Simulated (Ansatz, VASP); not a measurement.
One calculation of Fe, two programs

```
CELL_PARAMETERS angstrom
-1.39466 1.39466 1.39448
1.39466 -1.39466 1.39448
1.39466 1.39466 -1.39448
ATOMIC_POSITIONS crystal
Fe 0.00000 0.00000 0.00000
```

Alike in both runs: functional PBEsol; k mesh 10 × 10 × 10; occupations gaussian, width 0.1 eV; collinear spin.

Ansatz relaxed the structure, and its values are those at the end. VASP's run is a single point on that final structure, the one shown.

|  | VASP | Ansatz |
| --- | --- | --- |
| version | VASP 6.6.1 | Ansatz 0.2.0 |
| potentials or method | VASP PAW PBE potentials, release 64 (Fe), cutoff 520 eV | scalar-relativistic, plane waves, PAW |
| valence electrons in the cell | 8 | 16 |

VASP gave:

| Quantity | Value |
| --- | --- |
| gap on the k mesh at the Fermi level (eV) | none |
| pressure (GPa) | -0.3 |
| net moment per atom (μB) | 2.13 |
| size of the moment on the site where the two differ most (μB) | 2.11 |

Task: Which values does Ansatz return?

Result: gap on the k mesh at the Fermi level (eV): none; pressure (GPa): 0.0; net moment per atom (μB): 2.12; size of the moment on the site where the two differ most (μB): 2.16.

VASP's potentials were made for PBE, not for PBEsol. Site moments also hang on the region over which each program counts them. A gap of «none» marks a metal or a gap that the smearing closes. VASP's potentials hold 8 valence electrons a cell and Ansatz's 16, so a difference there can come from the potentials and not from the codes.
